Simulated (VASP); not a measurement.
Wanted: the native input for a VASP 6.6.1 run.

| Item | Value |
| --- | --- |
| Task | single point |
| Functional | PBE |
| Potentials or basis | VASP PAW PBE potentials, release 64 (B, N) |
| Cutoff | 600 eV |
| k mesh | 9 × 9 × 3 |
| Occupations | gaussian, width 0.01 eV |
| Spin | no spin polarisation |
| Dipole correction | no |
| Further INCAR settings | ALGO = Normal; EDIFF = 1e-06; NBANDS = 16 |

The structure of BN lies in POSCAR:

```
BN
1.0
    2.5040000000      0.0000000000      0.0000000000
   -1.2520000000      2.1685276111      0.0000000000
    0.0000000000      0.0000000000      6.6610000000
B N
2 2
Direct
    0.3333333333      0.6666666667      0.2500000000
    0.6666666667      0.3333333333      0.7500000000
    0.6666666667      0.3333333333      0.2500000000
    0.3333333333      0.6666666667      0.7500000000
```

The input as run:

INCAR

```
PREC = Accurate
ENCUT = 600
EDIFF = 1E-6
ISMEAR = 0
SIGMA = 0.01
LREAL = False
LASPH = True
NELM = 120
ALGO = Normal
ISIF = 2
LWAVE = False
LCHARG = False
GGA = PE
NBANDS = 16
GGA_COMPAT = False
```

KPOINTS

```
Automatic mesh
0
Gamma
  9 9 3
```

Potentials or basis: VASP PAW PBE potentials, release 64 (B, N).

Run with:

```console
$ cat potpaw_PBE.64/B/POTCAR potpaw_PBE.64/N/POTCAR > POTCAR
$ mpirun -np 1 vasp_std > vasp.out
```

Results of the run:

| Quantity | Value |
| --- | --- |
| Pressure | 3.2 GPa |
| Band gap on the k mesh | 4.42 eV, indirect (least direct gap 4.70 eV) |

Caveat: this functional lacks dispersion, which binds the layers, so the pressure and a relaxed spacing across them are unreliable.

Wall time 22 s on 1 thread of Intel Xeon 8259CL, on a shared host, peak memory 0.15 GiB.
